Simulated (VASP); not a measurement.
# Si (Fd-3m) in VASP: further runs, part 2 of 2

VASP 6.6.1. The steps go on from the part before.

## (4) Single point, PBE

This run uses another cell than the first one, of 20.45 Å³/atom, 1.064 times its volume.

INCAR reads:

```
PREC     = Accurate       # precision mode
ENCUT    = 500            # plane-wave cutoff, eV
EDIFF    = 1E-6           # SCF threshold, eV
ISMEAR   = 0              # smearing method
SIGMA    = 0.02           # smearing width, eV
LREAL    = F              # projectors in reciprocal space
LASPH    = T              # aspherical terms in the spheres
NELM     = 120            # most SCF steps
ALGO     = Normal         # electronic algorithm
ISIF     = 2              # what is computed and relaxed
LWAVE    = F              # write WAVECAR
LCHARG   = F              # write CHGCAR
GGA      = PE             # functional
NBANDS   = 11             # bands
GGA_COMPAT= F
```

KPOINTS reads:

```
Automatic mesh
0
Gamma
  8 8 8
```

POSCAR reads:

```
Si
1.0
    0.0000000000      2.7348037293      2.7348037293
    2.7348037293      0.0000000000      2.7348037293
    2.7348037293      2.7348037293      0.0000000000
Si
2
Direct
    0.7500000000      0.7500000000      0.7500000000
    0.5000000000      0.5000000000      0.5000000000
```

Potentials or basis: VASP PAW PBE potentials, release 64 (Si).

Run with:

```bash
> cat potpaw_PBE.64/Si/POTCAR > POTCAR
> mpirun -np 1 vasp_std > vasp.out
```

OUTCAR:

```text
PREC = Accurate
   ENCUT = 500
   EDIFF = 1E-6
   ISMEAR = 0
   LREAL = F
   LASPH = T
   NELM = 120
   ISIF = 2
   GGA = PE

 ion  position               nearest neighbor table
   1  0.750  0.750  0.750-   2 2.37   2 2.37   2 2.37   2 2.37
   2  0.500  0.500  0.500-   1 2.37   1 2.37   1 2.37   1 2.37

  LATTYP: Found a face centered cubic cell.
 ALAT       =     5.4696074586

  Lattice vectors:

 A1 = (   0.0000000000,   2.7348037293,   2.7348037293)
 A2 = (   2.7348037293,   0.0000000000,   2.7348037293)
 A3 = (   2.7348037293,   2.7348037293,   0.0000000000)

Analysis of symmetry for initial positions (statically):
=====================================================================
 Subroutine PRICEL returns:
 Original cell was already a primitive cell.

 Routine SETGRP: Setting up the symmetry group for a
 face centered cubic supercell.

 Subroutine GETGRP returns: Found 48 space group operations
 (whereof 24 operations were pure point group operations)
 out of a pool of 48 trial point group operations.

The static configuration has the point symmetry T_d .
 The point group associated with its full space group is O_h .

Analysis of symmetry for dynamics (positions and initial velocities):
=====================================================================
 Subroutine PRICEL returns:
 Original cell was already a primitive cell.

 Routine SETGRP: Setting up the symmetry group for a
 face centered cubic supercell.

 Subroutine GETGRP returns: Found 48 space group operations
 (whereof 24 operations were pure point group operations)
 out of a pool of 48 trial point group operations.

The dynamic configuration has the point symmetry T_d .
 The point group associated with its full space group is O_h .

 Subroutine INISYM returns: Found 48 space group operations
 (whereof 24 operations are pure point group operations),
 and found     1 'primitive' translations

----------------------------------------------------------------------------------------

                                     Primitive cell

  volume of cell :      40.9080

  direct lattice vectors                    reciprocal lattice vectors
     0.000000000  2.734803729  2.734803729    -0.182828477  0.182828477  0.182828477
     2.734803729  0.000000000  2.734803729     0.182828477 -0.182828477  0.182828477
     2.734803729  2.734803729  0.000000000     0.182828477  0.182828477 -0.182828477

  length of vectors
     3.867596524  3.867596524  3.867596524     0.316668211  0.316668211  0.316668211

  position of ions in fractional coordinates (direct lattice)
     0.750000000  0.750000000  0.750000000
     0.500000000  0.500000000  0.500000000

  ion indices of the primitive-cell ions
   primitive index   ion index
                 1           1
                 2           2

----------------------------------------------------------------------------------------

 KPOINTS: Automatic mesh

Automatic generation of k-mesh.
 Grid dimensions read from file:
 generate k-points for:    8    8    8

 Generating k-lattice:

  Cartesian coordinates                     Fractional coordinates (reciprocal lattice)
    -0.022853560  0.022853560  0.022853560     0.125000000  0.000000000  0.000000000
     0.022853560 -0.022853560  0.022853560     0.000000000  0.125000000  0.000000000
     0.022853560  0.022853560 -0.022853560     0.000000000  0.000000000  0.125000000

  Length of vectors
     0.039583526  0.039583526  0.039583526

  Shift w.r.t. Gamma in fractional coordinates (k-lattice)
     0.000000000  0.000000000  0.000000000

 Subroutine IBZKPT returns following result:
 ===========================================

 Found     29 irreducible k-points:

 Following reciprocal coordinates:
            Coordinates               Weight
  0.000000  0.000000  0.000000      1.000000
  0.125000  0.000000  0.000000      8.000000
  0.250000  0.000000  0.000000      8.000000
  0.375000  0.000000  0.000000      8.000000
  0.500000  0.000000  0.000000      4.000000
  0.125000  0.125000  0.000000      6.000000
[... 16 lines left out ...]
  0.500000  0.250000  0.125000     48.000000
 -0.375000  0.250000  0.125000     24.000000
 [... further k-points ...]
   k-points           NKPTS =     29   k-points in BZ     NKDIM =     29   number of bands    NBANDS=     11
   number of dos      NEDOS =    301   number of ions     NIONS =      2
   total plane-waves  NPLWV =  21952
   dimension x,y,z NGX =    28 NGY =   28 NGZ =   28
   dimension x,y,z NGXF=    56 NGYF=   56 NGZF=   56
   ions per type =               2
   NGX,Y,Z   is equivalent  to a cutoff of  12.04, 12.04, 12.04 a.u.
   NGXF,Y,Z  is equivalent  to a cutoff of  24.07, 24.07, 24.07 a.u.
 SYSTEM =  unknown system
   PREC   = accura    normal or accurate (medium, high low for compatibility)
   ISTART =      0    job   : 0-new  1-cont  2-samecut
   ICHARG =      2    charge: 1-file 2-atom 10-const
   ISPIN  =      1    spin polarized calculation?
   LNONCOLLINEAR =      F non collinear calculations
   LSORBIT =      F    spin-orbit coupling
   LASPH  =      T    aspherical Exc in radial PAW
   ENCUT  =  500.0 eV  36.75 Ry    6.06 a.u.   7.05  7.05  7.05*2*pi/ulx,y,z
   NELM   =    120;   NELMIN=  2; NELMDL= -5     # of ELM steps
   EDIFF  = 0.1E-05   stopping-criterion for ELM
   LREAL  =      F    real-space projection
   EDIFFG = 0.1E-04   stopping-criterion for IOM
   NSW    =      0    number of steps for IOM
   IBRION =     -1    ionic relax: 0-MD 1-quasi-New 2-CG
   NFREE  =      0    steps in history (QN), initial steepest desc. (CG)
   ISIF   =      2    stress and relaxation
   ISYM   =      2    0-nonsym 1-usesym 2-fastsym
   POTIM  = 0.5000    time-step for ionic-motion
   TEBEG  =    0.0;   TEEND  =   0.0 temperature during run
   PSTRESS=    0.0 pullay stress
   NELECT =       8.0000    total number of electrons
   NUPDOWN=      -1.0000    fix difference up-down
   EMIN   =  10.00;   EMAX   =-10.00  energy-range for DOS
   EFERMI =   0.00;   METHOD = LEGACY
   ISMEAR =     0;   SIGMA  =   0.02  broadening in eV -4-tet -1-fermi 0-gaus
   EFERMI_NEDOS =   21; number of points for ismear=-14 and -15
   IALGO  =     38    algorithm
   IMIX   =      4    mixing-type and parameters
     AMIX     =   0.40;   BMIX     =  1.00
     AMIX_MAG =   1.60;   BMIX_MAG =  1.00
  volume/ion in A,a.u.               =      20.45       138.03
  Fermi-wavevector in a.u.,A,eV,Ry     =   0.950244  1.795702 12.285577  0.902964
  Thomas-Fermi vector in A             =   2.078603
   LORBIT       =      0    0 simple, 1 ext, 2 COOP (PROOUT), +10 PAW based schemes
   GGA     = PE    functional components
   LHFCALC =     F    Hartree Fock is set to
   AEXX    =    0.0000 exact exchange contribution
   IVDW    =     0    specifies the selected vdW correction
   LEPSILON=     F    determine dielectric tensor
   LRPA    =     F    only Hartree local field effects (RPA)
 non-spin polarized calculation
 Gauss-broadening in eV      SIGMA  =   0.02
  energy-cutoff  :      500.00
  volume of cell :       40.91
 maximum number of plane-waves:      1056
   NGX = 15   NGY = 15   NGZ = 15

 number of electron       8.0000000 magnetization

 Free energy of the ion-electron system (eV)
  ---------------------------------------------------
  ext. energy  EPLUGINS =         0.00000000
  ---------------------------------------------------
  free energy    TOTEN  =       -10.84606717 eV

  energy without entropy =      -10.84606717  energy(sigma->0) =      -10.84606717

 E-fermi :   5.7128     XC(G=0):  -9.3247

 val. band max:        5.6125457052   @ k =   0.0000   0.0000   0.0000
 cond. band min:       6.2632909959   @ k =   0.3750   0.3750   0.0000
 fundamental gap:      0.6507452906
 Fermi energy:         5.7128045326

 k-point     1 :       0.0000    0.0000    0.0000
  band No.  band energies     occupation
      1      -6.1991      2.00000
      2       5.6125      2.00000
      3       5.6125      2.00000
      4       5.6125      2.00000
      5       8.1688      0.00000
      6       8.1688      0.00000
      7       8.1688      0.00000
      8       8.7410      0.00000
      9      13.3209      0.00000
     10      13.3209      0.00000
     11      13.4877      0.00000
[... 309 lines left out ...]
 k-point    24 :      -0.3750    0.2500    0.1250
  band No.  band energies     occupation
      1      -3.3918      2.00000
      2      -1.0932      2.00000
      3       2.2263      2.00000
      4       3.5029      2.00000
      5       8.6352      0.00000
      6       8.7589      0.00000
      7      11.4580      0.00000
      8      12.6775      0.00000
      9      12.9178      0.00000
     10      16.1188      0.00000
     11      17.1628      0.00000

 [... further k-points ...]
[... 5 lines left out ...]
  --------------------------------------------------------------------------------------
  -------------------------------------------------------------------------------------
  Total       -0.0105543     -0.0105543     -0.0105543      0.0000000      0.0000000     -0.0000000
  in kB       -0.4133638     -0.4133638     -0.4133638      0.0000000      0.0000000     -0.0000000
  external PRESSURE =      -0.4133638 kB  Pullay stress =       0.0000000 kB

 VOLUME and BASIS-vectors are now :
 -----------------------------------------------------------------------------
  energy-cutoff  :      500.00
  volume of cell :       40.91
      direct lattice vectors                 reciprocal lattice vectors
     0.000000000  2.734803729  2.734803729    -0.182828477  0.182828477  0.182828477
     2.734803729  0.000000000  2.734803729     0.182828477 -0.182828477  0.182828477
     2.734803729  2.734803729  0.000000000     0.182828477  0.182828477 -0.182828477

 POSITION                                       TOTAL-FORCE (eV/Angst)
 -----------------------------------------------------------------------------------
      4.10221      4.10221      4.10221         0.000000      0.000000      0.000000
      2.73480      2.73480      2.73480        -0.000000     -0.000000     -0.000000
 -----------------------------------------------------------------------------------
    total drift:                                0.000000      0.000000     -0.000000

  FREE ENERGIE OF THE ION-ELECTRON SYSTEM (eV)
  ---------------------------------------------------
  free  energy   TOTEN  =       -10.8460671685 eV

  energy  without entropy=      -10.8460671685  energy(sigma->0) =      -10.84606717
```

Wall time 12 s (1 thread of Intel Xeon Platinum 8259CL at 2.50GHz (Skylake/Cascade Lake), shared host); peak memory 0.15 GiB.

Results:

```
Free energy            : -10.8461 eV
Pressure               : 0.0 GPa
Band gap on the k mesh : 0.65 eV, indirect (least direct gap 2.56 eV)
```

A k mesh can miss the band edges. Expect the measured gap to be larger: semilocal functionals such as PBE lack the derivative discontinuity.

## (5) Summary

| cell | gap on the mesh (eV) | pressure (GPa) |
| --- | --- | --- |
| a = 3.789 Å, angles 60.0°, 2 atoms | 0.55 | 6.2 |
| a = 3.748 Å, angles 60.0°, 2 atoms | 0.49 | 10.2 |
| a = 3.868 Å, angles 60.0°, 2 atoms | 0.65 | 0.0 |

Alike in all rows: task single point; level PBE; potentials or basis VASP PAW PBE potentials, release 64 (Si); no spin polarisation; k mesh 8 × 8 × 8; cutoff (eV) 500; smearing gaussian 0.02 eV.

Absolute energies hang on the potentials; compare differences alone.
